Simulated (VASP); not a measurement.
Set up this calculation in VASP 6.6.1, as the native input.

| Property | Result |
| --- | --- |
| Task | single point |
| Functional | PBE |
| Potentials or basis | VASP PAW PBE potentials, release 64 (S, Pt) |
| Cutoff | 400 eV |
| k mesh | 12 × 12 × 1 |
| Occupations | gaussian, width 0.03 eV |
| Spin | no spin polarisation |
| Dipole correction | yes |
| Further INCAR settings | ALGO = Normal; EDIFF = 1e-06; NBANDS = 18; NELMDL = -8 |

The structure of PtS2 (r.Ae) lies in POSCAR:

```
PtS2
1.0
    3.5391602097      0.0000000000      0.0000000000
   -1.7695801049      3.0650026497      0.0000000000
    0.0000000000      0.0000000000     18.4827889855
S Pt
2 1
Direct
    0.3333333333      0.6666666667      0.4328351098
    0.6666666667      0.3333333333      0.5671648902
    0.0000000000      0.0000000000      0.5000000000
```

These files were run (other wordings do the same):

INCAR

```
SYSTEM = PtS2
  PREC = Accurate
  ENCUT = 400
  EDIFF = 1E-6
  ISMEAR = 0
  SIGMA = 0.03
  LREAL = .FALSE.
  LASPH = .TRUE.
  NELM = 120
  ALGO = Normal
  ISIF = 2
  LWAVE = .FALSE.
  LCHARG = .TRUE.
  LDIPOL = .TRUE.
  IDIPOL = 3
  DIPOL = 0.5 0.5 0.500
  GGA = PE
  LELF = .TRUE.
  LVHAR = .TRUE.
  LVACPOTAV = .TRUE.
  NBANDS = 18
  GGA_COMPAT = .FALSE.
  NELMDL = -8
```

KPOINTS

```
Automatic mesh
0
G
  12 12 1
  0 0 0
```

Potentials or basis: VASP PAW PBE potentials, release 64 (S, Pt).

Run with:

```console
$ cat potpaw_PBE.64/S/POTCAR potpaw_PBE.64/Pt/POTCAR > POTCAR
$ mpirun -np 1 vasp_std > vasp.out
```

It gave:

```
Largest force          : 0.053 eV/Å
Band gap on the k mesh : 1.83 eV, indirect (least direct gap 1.98 eV)
```

Caveat: spin-orbit coupling is left out, which moves the levels of the heavy elements.

It took 77 s on 1 thread of Intel(R) Xeon(R) Platinum 8488C (Sapphire Rapids), with other jobs on the host, peak memory 0.26 GiB.
